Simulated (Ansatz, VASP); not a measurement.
# Two plane-wave programs on CuI

```xyz
2
Lattice="4.2872 0.0000 0.0000 2.1436 3.7128 0.0000 2.1436 1.2376 3.5005" Properties=species:S:1:pos:R:3 pbc="T T T"
Cu    2.1436    1.2376    0.8751
I     0.0000    0.0000    0.0000
```

Alike in both runs: task single point; functional PBEsol; k mesh 6 × 6 × 6; no spin polarisation.

|  | VASP | Ansatz |
| --- | --- | --- |
| version | VASP 6.6.1 | Ansatz 0.2.0 |
| potentials or method | VASP PAW PBE potentials, release 64 (Cu, I), cutoff 600 eV | plane waves, PAW |
| occupations | gaussian, width 0.01 eV | fixed |
| valence electrons in the cell | 18 | 36 |

```tsv
	VASP	Ansatz	Ansatz less VASP
gap on the k mesh at the Fermi level (eV)	1.03	1.01	-0.021
```

VASP's potentials were made for PBE, not for PBEsol. VASP's potentials hold 18 valence electrons a cell and Ansatz's 36, so a difference there can come from the potentials and not from the codes.

Neither program's run includes spin-orbit coupling.
